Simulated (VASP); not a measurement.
# Si4HO7 (a cell with a defect) in VASP: further runs

Aim: see how the results for Si4HO7 (a cell with a defect) move with the level of theory and the settings. Levels: PBEsol, LDA. Tasks: single point.

Program: VASP 6.6.1. These are calculated values, not measurements. Logs are shortened: lines on timing, memory, paths and dates and some standing lists are left out, and cuts for length are marked.

**1. The cell of the first run**

The cell holds a defect, 12 atoms: a = 4.194 Å, b = 4.194 Å, c = 5.357 Å, α = 90.00°, β = 90.00°, γ = 90.00°.

**2. Single point, PBEsol**

The input, INCAR:

```
ALGO     = Normal         # electronic algorithm
EDIFF    = 1E-6           # SCF threshold, eV
ENCUT    = 520            # plane-wave cutoff, eV
GGA      = PS             # functional
ISIF     = 2              # what is computed and relaxed
ISMEAR   = -1             # smearing method
LASPH    = T              # aspherical terms in the spheres
LCHARG   = F              # write CHGCAR
LREAL    = F              # projectors in reciprocal space
LWAVE    = F              # write WAVECAR
NBANDS   = 42             # bands
NELM     = 100            # most SCF steps
PREC     = Accurate       # precision mode
SIGMA    = 0.05           # smearing width, eV
```

The input, KPOINTS:

```
Automatic mesh
0
Gamma
  2 2 2
  0.5 0.5 0.5
```

The input, POSCAR:

```
Si4HO7
1.0
    4.1943470000      0.0000000000      0.0000000000
    0.0000000000      4.1943470000      0.0000000000
    0.0000000000      0.0000000000      5.3570950000
Si O H
4 7 1
Direct
    0.0042730000      0.0067710000      0.9930620000
    0.0232800000      0.0074580000      0.5048090000
    0.4966720000      0.4651000000      0.2439500000
    0.5178810000      0.4910200000      0.7259230000
    0.3025950000      0.3009810000      0.9964240000
    0.7415840000      0.6982750000      0.0036460000
    0.6650900000      0.6614320000      0.4842440000
    0.1965210000      0.7845280000      0.2468110000
    0.1503200000      0.8293500000      0.7389750000
    0.8041590000      0.2243180000      0.2648300000
    0.8033570000      0.2183450000      0.7356460000
    0.9324810000      0.3921730000      0.2681320000
```

Potentials or basis: VASP PAW PBE potentials, release 64 (Si, O, H).

On the command line:

```sh
$ cat potpaw_PBE.64/Si/POTCAR potpaw_PBE.64/O/POTCAR potpaw_PBE.64/H/POTCAR > POTCAR
$ mpirun -np 1 vasp_std > vasp.out
```

OUTCAR:

```text
EDIFF = 1E-6
   ENCUT = 520
   GGA = PS
   ISIF = 2
   ISMEAR = -1
   LASPH = T
   LREAL = F
   NELM = 100
   PREC = Accurate

 ion  position               nearest neighbor table
   1  0.004  0.007  0.993-   9 1.67   6 1.70   5 1.76   8 1.83  11 1.84  10 1.91   2 2.62   2 2.74
                             3 3.13
   2  0.023  0.007  0.505-   9 1.55  11 1.78   8 1.82  10 1.82   7 2.09   1 2.62   1 2.74   3 3.10
                             4 3.13
   3  0.497  0.465  0.244-  10 1.64   7 1.68   5 1.70   8 1.84  12 1.86   6 1.92   4 2.59   4 2.78
                             2 3.10   1 3.13
   4  0.518  0.491  0.726-   7 1.60  11 1.66   5 1.88   6 1.96   9 2.10   3 2.59   3 2.78   2 3.13

   5  0.303  0.301  0.996-   3 1.70   1 1.76   4 1.88
   6  0.742  0.698  0.004-   1 1.70   3 1.92   4 1.96
   7  0.665  0.661  0.484-   4 1.60   3 1.68   2 2.09
   8  0.197  0.785  0.247-   2 1.82   1 1.83   3 1.84
   9  0.150  0.829  0.739-   2 1.55   1 1.67   4 2.10
  10  0.804  0.224  0.265-  12 0.89   3 1.64   2 1.82   1 1.91
  11  0.803  0.218  0.736-   4 1.66   2 1.78   1 1.84
  12  0.932  0.392  0.268-  10 0.89   3 1.86

  LATTYP: Found a simple tetragonal cell.
 ALAT       =     4.1943470000
 C/A-ratio  =     1.2772178840

  Lattice vectors:

 A1 = (   4.1943470000,   0.0000000000,   0.0000000000)
 A2 = (   0.0000000000,   4.1943470000,   0.0000000000)
 A3 = (   0.0000000000,   0.0000000000,   5.3570950000)

Analysis of symmetry for initial positions (statically):
=====================================================================
 Subroutine PRICEL returns:
 Original cell was already a primitive cell.

 Routine SETGRP: Setting up the symmetry group for a
 simple tetragonal supercell.

 Subroutine GETGRP returns: Found  1 space group operations
 (whereof  1 operations were pure point group operations)
 out of a pool of 16 trial point group operations.

The static configuration has the point symmetry C_1 .

Analysis of symmetry for dynamics (positions and initial velocities):
=====================================================================
 Subroutine PRICEL returns:
 Original cell was already a primitive cell.

 Routine SETGRP: Setting up the symmetry group for a
 simple tetragonal supercell.

 Subroutine GETGRP returns: Found  1 space group operations
 (whereof  1 operations were pure point group operations)
 out of a pool of 16 trial point group operations.

The dynamic configuration has the point symmetry C_1 .

 Subroutine INISYM returns: Found  1 space group operations
 (whereof  1 operations are pure point group operations),
 and found     1 'primitive' translations

----------------------------------------------------------------------------------------

                                     Primitive cell

  volume of cell :      94.2449

  direct lattice vectors                    reciprocal lattice vectors
     4.194347000  0.000000000  0.000000000     0.238416135  0.000000000  0.000000000
     0.000000000  4.194347000  0.000000000     0.000000000  0.238416135  0.000000000
     0.000000000  0.000000000  5.357095000     0.000000000  0.000000000  0.186668334

  length of vectors
     4.194347000  4.194347000  5.357095000     0.238416135  0.238416135  0.186668334

  position of ions in fractional coordinates (direct lattice)
     0.004273000  0.006771000  0.993062000
     0.023280000  0.007458000  0.504809000
     0.496672000  0.465100000  0.243950000
     0.517881000  0.491020000  0.725923000
     0.302595000  0.300981000  0.996424000
     0.741584000  0.698275000  0.003646000
     0.665090000  0.661432000  0.484244000
     0.196521000  0.784528000  0.246811000
     0.150320000  0.829350000  0.738975000
     0.804159000  0.224318000  0.264830000
     0.803357000  0.218345000  0.735646000
     0.932481000  0.392173000  0.268132000

  ion indices of the primitive-cell ions
   primitive index   ion index
                 1           1
                 2           2
                 3           3
                 4           4
                 5           5
                 6           6
                 7           7
                 8           8
                 9           9
                10          10
                11          11
                12          12

----------------------------------------------------------------------------------------

 KPOINTS: Automatic mesh

Automatic generation of k-mesh.
 Grid dimensions read from file:
 generate k-points for:    2    2    2

 Generating k-lattice:

  Cartesian coordinates                     Fractional coordinates (reciprocal lattice)
     0.119208067  0.000000000  0.000000000     0.500000000  0.000000000  0.000000000
     0.000000000  0.119208067  0.000000000     0.000000000  0.500000000  0.000000000
     0.000000000  0.000000000  0.093334167     0.000000000  0.000000000  0.500000000

  Length of vectors
     0.119208067  0.119208067  0.093334167

  Shift w.r.t. Gamma in fractional coordinates (k-lattice)
     0.500000000  0.500000000  0.500000000

 Subroutine IBZKPT returns following result:
 ===========================================

 Found      4 irreducible k-points:

 Following reciprocal coordinates:
            Coordinates               Weight
  0.250000  0.250000  0.250000      2.000000
 -0.250000  0.250000  0.250000      2.000000
 -0.250000 -0.250000  0.250000      2.000000
  0.250000 -0.250000  0.250000      2.000000
   k-points           NKPTS =      4   k-points in BZ     NKDIM =      4   number of bands    NBANDS=     42
   number of dos      NEDOS =    301   number of ions     NIONS =     12
   total plane-waves  NPLWV =  40960
   dimension x,y,z NGX =    32 NGY =   32 NGZ =   40
   dimension x,y,z NGXF=    64 NGYF=   64 NGZF=   80
   ions per type =               4   7   1
   NGX,Y,Z   is equivalent  to a cutoff of  12.68, 12.68, 12.41 a.u.
   NGXF,Y,Z  is equivalent  to a cutoff of  25.37, 25.37, 24.83 a.u.
 SYSTEM =  unknown system
   PREC   = accura    normal or accurate (medium, high low for compatibility)
   ISTART =      0    job   : 0-new  1-cont  2-samecut
   ICHARG =      2    charge: 1-file 2-atom 10-const
   ISPIN  =      1    spin polarized calculation?
   LNONCOLLINEAR =      F non collinear calculations
   LSORBIT =      F    spin-orbit coupling
   LASPH  =      T    aspherical Exc in radial PAW
   ENCUT  =  520.0 eV  38.22 Ry    6.18 a.u.   7.80  7.80  9.96*2*pi/ulx,y,z
   NELM   =    100;   NELMIN=  2; NELMDL= -5     # of ELM steps
   EDIFF  = 0.1E-05   stopping-criterion for ELM
   LREAL  =      F    real-space projection
   EDIFFG = 0.1E-04   stopping-criterion for IOM
   NSW    =      0    number of steps for IOM
   IBRION =     -1    ionic relax: 0-MD 1-quasi-New 2-CG
   NFREE  =      0    steps in history (QN), initial steepest desc. (CG)
   ISIF   =      2    stress and relaxation
   ISYM   =      2    0-nonsym 1-usesym 2-fastsym
   POTIM  = 0.5000    time-step for ionic-motion
   TEBEG  =    0.0;   TEEND  =   0.0 temperature during run
   PSTRESS=    0.0 pullay stress
   NELECT =      59.0000    total number of electrons
   NUPDOWN=      -1.0000    fix difference up-down
   EMIN   =  10.00;   EMAX   =-10.00  energy-range for DOS
   EFERMI =   0.00;   METHOD = LEGACY
   ISMEAR =    -1;   SIGMA  =   0.05  broadening in eV -4-tet -1-fermi 0-gaus
   EFERMI_NEDOS =   21; number of points for ismear=-14 and -15
   IALGO  =     38    algorithm
   IMIX   =      4    mixing-type and parameters
     AMIX     =   0.40;   BMIX     =  1.00
     AMIX_MAG =   1.60;   BMIX_MAG =  1.00
  volume/ion in A,a.u.               =       7.85        53.00
  Fermi-wavevector in a.u.,A,eV,Ry     =   1.400467  2.646498 26.685205  1.961307
  Thomas-Fermi vector in A             =   2.523424
   LORBIT       =      0    0 simple, 1 ext, 2 COOP (PROOUT), +10 PAW based schemes
   GGA     = PS    functional components
   LHFCALC =     F    Hartree Fock is set to
   AEXX    =    0.0000 exact exchange contribution
   IVDW    =     0    specifies the selected vdW correction
   LEPSILON=     F    determine dielectric tensor
   LRPA    =     F    only Hartree local field effects (RPA)
 non-spin polarized calculation
  energy-cutoff  :      520.00
  volume of cell :       94.24
 maximum number of plane-waves:      2535
   NGX = 15   NGY = 15   NGZ = 19

 number of electron      58.9999996 magnetization

 Free energy of the ion-electron system (eV)
  ---------------------------------------------------
  ext. energy  EPLUGINS =         0.00000000
  ---------------------------------------------------
  free energy    TOTEN  =       -81.78382453 eV

  energy without entropy =      -81.76817902  energy(sigma->0) =      -81.77600177

 E-fermi :  12.6477     XC(G=0): -12.1827

 val. band max:       12.5265718861   @ k =  -0.2500  -0.2500   0.2500
 cond. band min:      12.7691425075   @ k =  -0.2500  -0.2500   0.2500
 fundamental gap:      0.2425706214
 Fermi energy:        12.6477291529

 k-point     1 :       0.2500    0.2500    0.2500
  band No.  band energies     occupation
      1     -16.7401      2.00000
      2     -13.5191      2.00000
      3     -12.3839      2.00000
      4     -11.7778      2.00000
      5     -11.5923      2.00000
      6     -10.8504      2.00000
[... 33 lines left out ...]
     40      18.9454      0.00000
     41      19.3160      0.00000

 k-point     2 :      -0.2500    0.2500    0.2500
  band No.  band energies     occupation
      1     -16.7277      2.00000
      2     -13.5366      2.00000
      3     -12.4812      2.00000
      4     -12.0239      2.00000
      5     -11.1655      2.00000
      6     -10.7955      2.00000
[... 33 lines left out ...]
     40      18.9402      0.00000
     41      19.2484      0.00000

 k-point     3 :      -0.2500   -0.2500    0.2500
  band No.  band energies     occupation
      1     -16.7394      2.00000
      2     -13.5275      2.00000
      3     -12.2772      2.00000
      4     -12.0704      2.00000
      5     -11.2410      2.00000
      6     -11.0307      2.00000
[... 33 lines left out ...]
     40      18.8659      0.00000
     41      19.6029      0.00000

 k-point     4 :       0.2500   -0.2500    0.2500
  band No.  band energies     occupation
      1     -16.7286      2.00000
      2     -13.5120      2.00000
      3     -12.5577      2.00000
      4     -11.9716      2.00000
      5     -11.1359      2.00000
      6     -10.8107      2.00000
[... 33 lines left out ...]
     40      19.0249      0.00000
     41      19.2491      0.00000
 [bands above 41 left out]

------------------------ aborting loop because EDIFF is reached ----------------------------------------

  FORCE on cell =-STRESS in cart. coord.  units (eV):
  Direction    XX          YY          ZZ          XY          YZ          ZX
  --------------------------------------------------------------------------------------
  -------------------------------------------------------------------------------------
  Total       21.0622933     18.2047357     21.8445932     -9.5237939     -1.6677809      2.5280558
  in kB      358.0619543    309.4830715    371.3611619   -161.9058377    -28.3525106     42.9773043
  external PRESSURE =     346.3020625 kB  Pullay stress =       0.0000000 kB

 VOLUME and BASIS-vectors are now :
 -----------------------------------------------------------------------------
  energy-cutoff  :      520.00
  volume of cell :       94.24
      direct lattice vectors                 reciprocal lattice vectors
     4.194347000  0.000000000  0.000000000     0.238416135  0.000000000  0.000000000
     0.000000000  4.194347000  0.000000000     0.000000000  0.238416135  0.000000000
     0.000000000  0.000000000  5.357095000     0.000000000  0.000000000  0.186668334

 POSITION                                       TOTAL-FORCE (eV/Angst)
 -----------------------------------------------------------------------------------
      0.01792      0.02840      5.31993         0.851628     -1.267799     -0.524176
      0.09764      0.03128      2.70431         1.554975      1.147927     -1.891977
      2.08321      1.95079      1.30686        -6.274661      3.431450      0.566084
      2.17217      2.05951      3.88884        -2.789283     -0.279786      1.890117
      1.26919      1.26242      5.33794         0.089397     -0.480158      0.090832
      3.11046      2.92881      0.01953        -3.884925     -1.210657     -0.087207
      2.78962      2.77428      2.59414         2.976092      4.470206     -1.022373
      0.82428      3.29058      1.32219        -0.609337      0.779412     -0.564249
      0.63049      3.47858      3.95876         4.232749     -3.317674      2.549785
      3.37292      0.94087      1.41872        -2.696611     -7.451541     -3.192076
      3.36956      0.91581      3.94093         0.677401     -1.754385      1.697805
      3.91115      1.64491      1.43641         5.872575      5.933004      0.487435
 -----------------------------------------------------------------------------------
    total drift:                               -0.000383     -0.000539     -0.000737

  FREE ENERGIE OF THE ION-ELECTRON SYSTEM (eV)
  ---------------------------------------------------
  free  energy   TOTEN  =       -81.7838245267 eV

  energy  without entropy=      -81.7681790224  energy(sigma->0) =      -81.77600177
```

It took 16 s on 1 thread of AMD EPYC 7R13, shared host; peak memory 0.16 GiB.

What came out:

```yaml
Free_energy: -81.7838 eV
Pressure: 34.6 GPa
Largest_force: 8.543 eV/Å
```

Forces in eV/Å, atoms in the order of the input:
```
Si   0.852 -1.268 -0.524
Si   1.555  1.148 -1.892
Si  -6.275  3.431  0.566
Si  -2.789 -0.280  1.890
O    0.089 -0.480  0.091
O   -3.885 -1.211 -0.087
O    2.976  4.470 -1.022
O   -0.609  0.779 -0.564
O    4.233 -3.318  2.550
O   -2.697 -7.452 -3.192
O    0.677 -1.754  1.698
H    5.873  5.933  0.487
```

Caveat: the k points lie up to 0.75 Å⁻¹ apart; the PAW data sets were made with another functional, which shifts forces and pressure a little; an odd number of electrons without spin polarisation forces a metal; a magnetic or distorted state may lie lower.

**3. Single point, PBEsol, collinear spin**

The input, INCAR:

```
PREC = Accurate
ENCUT = 520
EDIFF = 1E-6
ISMEAR = -1
SIGMA = 0.05
LREAL = F
LASPH = T
NELM = 150
ALGO = Normal
ISIF = 2
LWAVE = F
LCHARG = F
ISPIN = 2
MAGMOM = 0.1 0.1 0.1 0.1 0.1 0.1 0.1 0.1 0 0.1 0 0.1
LORBIT = 11
GGA = PS
NBANDS = 46
```

KPOINTS is that of step 2.

POSCAR is that of step 2.

Potentials or basis: VASP PAW PBE potentials, release 64 (Si, O, H).

On the command line:

```sh
$ cat potpaw_PBE.64/Si/POTCAR potpaw_PBE.64/O/POTCAR potpaw_PBE.64/H/POTCAR > POTCAR
$ mpirun -np 1 vasp_std > vasp.out
```

Wall time 35 s (1 thread of AMD EPYC 7R13, shared host); peak memory 0.19 GiB.

Results (log left out):

* Free energy: -81.7838 eV
* Pressure: 34.6 GPa
* Largest force: 8.543 eV/Å
* Net moment: 0.00 μB per cell
* Valence electrons inside the program's atomic spheres: Si 1.50, 1.59, 1.57; O 5.21, 5.16, 5.27, 5.15, 5.30, 5.41, 5.23; H 0.94

Forces on the atoms (eV/Å):
```
Si   0.852 -1.268 -0.524
Si   1.555  1.148 -1.892
Si  -6.275  3.431  0.566
Si  -2.789 -0.280  1.890
O    0.090 -0.480  0.091
O   -3.885 -1.211 -0.087
O    2.976  4.470 -1.022
O   -0.609  0.780 -0.564
O    4.233 -3.318  2.550
O   -2.696 -7.452 -3.192
O    0.678 -1.754  1.698
H    5.873  5.933  0.487
```

Stress tensor (GPa, compression positive):
```
 35.81 -16.19   4.30
-16.19  30.95  -2.83
  4.30  -2.83  37.13
```

Levels at points of the mesh, in eV from the Fermi level:
Spin up:
| k point | band 25 | band 26 | band 27 | band 28 | band 29 | band 30 | band 31 | band 32 | band 33 | band 34 |
| --- | --- | --- | --- | --- | --- | --- | --- | --- | --- | --- |
| (0.25, 0.25, 0.25) | -7.55 | -6.96 | -6.57 | -6.12 | -3.79 | -0.27 | 0.44 | 1.91 | 2.30 | 3.23 |
Spin down:
```
           k point  band 27  band 28  band 29  band 30  band 31  band 32
(0.25, 0.25, 0.25)    -6.57    -6.12    -3.79    -0.27     0.44     1.91
```

Caveat: the k points lie up to 0.75 Å⁻¹ apart; the PAW data sets were made with another functional, which shifts forces and pressure a little.

**4. Single point, PBEsol, collinear spin**

The input, INCAR:

```
SYSTEM = Si4HO7
PREC = Accurate
ENCUT = 520
EDIFF = 1E-6
ISMEAR = -1
SIGMA = 0.05
LREAL = .FALSE.
LASPH = .TRUE.
NELM = 150
ALGO = Normal
ISIF = 2
LWAVE = .FALSE.
LCHARG = .FALSE.
ISPIN = 2
MAGMOM = 0.1 0.1 0.1 0.1 0.1 0.1 0.1 0.1 0 0.1 0 0.1
LORBIT = 11
GGA = PS
NBANDS = 46
NELECT = 53.0
```

KPOINTS is that of step 3.

POSCAR is that of step 3.

On the command line:

```sh
$ cat potpaw_PBE.64/Si/POTCAR potpaw_PBE.64/O/POTCAR potpaw_PBE.64/H/POTCAR > POTCAR
$ mpirun -np 1 vasp_std > vasp.out
```

It took 78 s on 1 thread of AMD EPYC 7R13, shared host; peak memory 0.2 GiB.

The run converged. Its results:

* Free energy: -128.8901 eV
* Largest force: 9.247 eV/Å
* Net moment: 1.33 μB per cell
* Site moments: Si -0.01; O +0.34, +0.11, +0.26, +0.08, +0.01, +0.02; H +0.00 μB
* Valence electrons inside the program's atomic spheres: Si 1.30, 1.34, 1.25; O 4.93, 4.82, 4.98, 4.86, 5.02, 5.24, 4.96; H 0.91

Forces on the atoms (eV/Å):
```
Si  -0.353  0.543  0.366
Si  -4.678 -1.664 -3.095
Si  -1.242  4.963 -4.293
Si  -1.514  2.507  7.440
O    0.060  0.151 -0.946
O   -3.044 -0.993 -0.679
O   -0.195  2.302 -0.813
O    0.245  0.741  0.889
O    5.364 -4.791  1.801
O   -0.848 -9.190 -0.565
O    0.907 -1.340  0.079
H    5.296  6.769 -0.183
```

Levels at points of the mesh, in eV from the Fermi level:
Spin up:
```csv
k point,band 23,band 24,band 25,band 26,band 27,band 28,band 29,band 30,band 31,band 32
"(0.25, 0.25, 0.25)",-1.48,-1.37,-0.92,-0.67,-0.35,0.17,2.49,6.35,7.26,9.39
```
Spin down:
```
           k point  band 22  band 23  band 24  band 25  band 26  band 27  band 28  band 29  band 30  band 31
(0.25, 0.25, 0.25)    -1.67    -1.25    -0.98    -0.58    -0.03     0.40     0.60     2.60     6.42     7.32
```

Caveat: the k points lie up to 0.75 Å⁻¹ apart; the cell carries a net charge on a neutralising background, which shifts energy and pressure; the cell is charged against a uniform background, so pressure and absolute levels hang on convention; the PAW data sets were made with another functional, which shifts forces and pressure a little.

(Part 1 of 2 ends here.)
